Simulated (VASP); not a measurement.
# Al4CN4: single point with LDA

The system is Al4CN4, a slab with vacuum.

```
Al N C
1.0
     3.08866    0.00000    0.00000
     0.00000    4.94303    0.00000
     0.00000    0.00000   19.00392
Al N C
4 4 1
Cartesian
  0.0000 4.9356 4.0000
  1.5443 2.4641 4.8916
  1.5443 4.9079 6.7695
  0.0000 2.3020 7.3398
  0.0000 3.0474 4.0000
  1.5443 0.5759 4.8916
  1.5443 3.0400 6.7476
  0.0000 0.5566 7.5039
  1.5443 4.2639 9.0899
```

```
Program                : VASP 6.6.1
Task                   : single point
Functional             : LDA
Potentials or basis    : VASP PAW LDA potentials, release 64 (Al, N, C)
Cutoff                 : 520 eV
k mesh                 : 9 × 6 × 1
Occupations            : gaussian, width 0.05 eV
Spin                   : collinear spin
Starting moments       : [0.0, 0.0, 0.0, 0.0, 0.0, 0.0, 0.0, 0.0, 2.0] μB
Dipole correction      : yes
Further INCAR settings : ALGO = Normal; EDIFF = 1e-06; NBANDS = 32; NELMDL = -8
```

```yaml
Largest_force: 2.655 eV/Å
Band_gap_on_the_k_mesh: zero (filled and empty bands overlap)
Net_moment: 2.00 μB per cell
Site_moments: Al +0.00, +0.01 (each value once); N +0.01, +0.06, +0.03 (each value once); C +0.86 μB
Valence_electrons_inside_the_program's_atomic_spheres: Al 0.79, 0.83, 0.85, 0.87; N 3.70, 3.80, 3.86, 3.79; C 2.02
```

Forces on the atoms (eV/Å):
```
Al   0.000 -1.644  2.084
Al   0.000  0.898 -1.960
Al   0.000 -0.723 -0.158
Al   0.000  1.306  1.268
N    0.000  0.738  0.734
N    0.000  0.089 -0.804
N    0.000 -0.531 -1.223
N    0.000 -0.311  0.080
C    0.000  0.178 -0.022
```

Levels at points of the mesh, in eV from the Fermi level:
Spin up:
```
           k point  band 15  band 16  band 17  band 18  band 19  band 20  band 21  band 22  band 23  band 24
(0.00, 0.00, 0.00)    -2.39    -1.60    -1.32    -0.63    -0.15     0.55     1.10     2.75     3.91     4.24
(0.00, 0.50, 0.00)    -2.79    -1.85    -1.55    -0.67     0.13     0.72     1.11     3.61     4.08     4.46
```
Spin down:
```csv
k point,band 15,band 16,band 17,band 18,band 19,band 20
"(0.00, 0.00, 0.00)",-2.29,-1.48,-1.30,0.30,1.11,1.40
"(0.00, 0.50, 0.00)",-2.49,-1.75,-1.53,0.57,0.93,1.64
```

Run time: 25 min on 1 thread of Intel Xeon 8259CL, on a shared host, peak memory 0.49 GiB.
